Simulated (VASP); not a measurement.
Write the native input for VASP 6.6.1 that does the following.

```yaml
Task: single point
Functional: PBE
Potentials_or_basis: VASP PAW PBE potentials, release 64 (Ti_sv, Si)
Cutoff: 520 eV
k_mesh: 14 × 14 × 14
Occupations: gaussian, width 0.15 eV
Spin: no spin polarisation
Dipole_correction: no
Further_INCAR_settings: ALGO = Normal; EDIFF = 1e-06; NBANDS = 29
```

The structure of TiSi2 lies in POSCAR:

```
TiSi2
1.0
    0.0000000000      4.0684729906      4.4210877539
    2.3650900510      0.0000000000      4.4210877539
    2.3650900510      4.0684729906      0.0000000000
Ti Si
2 4
Direct
    0.7500000000      0.7500000000      0.7500000000
    0.5000000000      0.5000000000      0.5000000000
    0.0868244589      0.4131755411      0.0868244589
    0.4131755411      0.0868244589      0.4131755411
    0.1631755411      0.8368244589      0.1631755411
    0.8368244589      0.1631755411      0.8368244589
```

This cell differs from its parent crystal: ratio of the length along z to the lengths across it x 1.05, volume and fractional coordinates fixed.

The input as run:

INCAR

```
PREC = Accurate
ENCUT = 520
EDIFF = 1E-6
ISMEAR = 0
SIGMA = 0.15
LREAL = F
LASPH = T
NELM = 60
ALGO = Normal
ISIF = 2
LWAVE = F
LCHARG = F
GGA = PE
NBANDS = 29
```

KPOINTS

```
regular mesh
0
Gamma
  14 14 14
```

Potentials or basis: VASP PAW PBE potentials, release 64 (Ti_sv, Si).

Launch:

```console
$ cat potpaw_PBE.64/Ti_sv/POTCAR potpaw_PBE.64/Si/POTCAR > POTCAR
$ mpirun -np 1 vasp_std > vasp.out
```

It gave:

- Pressure: -0.7 GPa
- Largest force: 0.077 eV/Å
- Band gap on the k mesh: zero (band 20 reaches 10.66 eV, above the bottom of band 21 at 8.94 eV)

Run time: 24 min on 1 thread of Intel(R) Xeon(R) 6975P-C (Granite Rapids), with other jobs on the host, peak memory 0.88 GiB.
